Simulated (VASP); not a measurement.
A run of VASP 6.6.1:

File INCAR:

```
SYSTEM = Ag
PREC = Accurate
ENCUT = 600
EDIFF = 1E-6
ISMEAR = -1
SIGMA = 0.08
LREAL = .False.
LASPH = .True.
NELM = 100
ALGO = Normal
ISIF = 3
LWAVE = .False.
LCHARG = .False.
GGA = PE
IBRION = 2
NSW = 60
EDIFFG = -0.005
PSTRESS = 310.0
```

File KPOINTS:

```
Automatic mesh
0
Gamma
  16 16 9
  0 0 0
```

File POSCAR:

```
Ag
1.0
    2.7549700147      0.0000000000      0.0000000000
   -1.3774850074      2.3858740194      0.0000000000
    0.0000000000      0.0000000000      4.4630514238
Ag
2
Direct
    0.3333333333      0.6666666667      0.2500000000
    0.6666666667      0.3333333333      0.7500000000
```

Potentials or basis: VASP PAW PBE potentials, release 64 (Ag).

Run with:

```sh
$ cat potpaw_PBE.64/Ag/POTCAR > POTCAR
$ mpirun -np 1 vasp_std > vasp.out
```

Hardware: 1 thread of AMD EPYC 9R45 (Zen 5) (shared host).

**Question.** How long does it take, and how much memory?

**Answer.** Wall time 3.1 min on 1 thread of AMD EPYC 9R45 (Zen 5), on a shared host, peak memory 0.17 GiB. Counts: scf iterations 35, k points 150, ion steps 6.
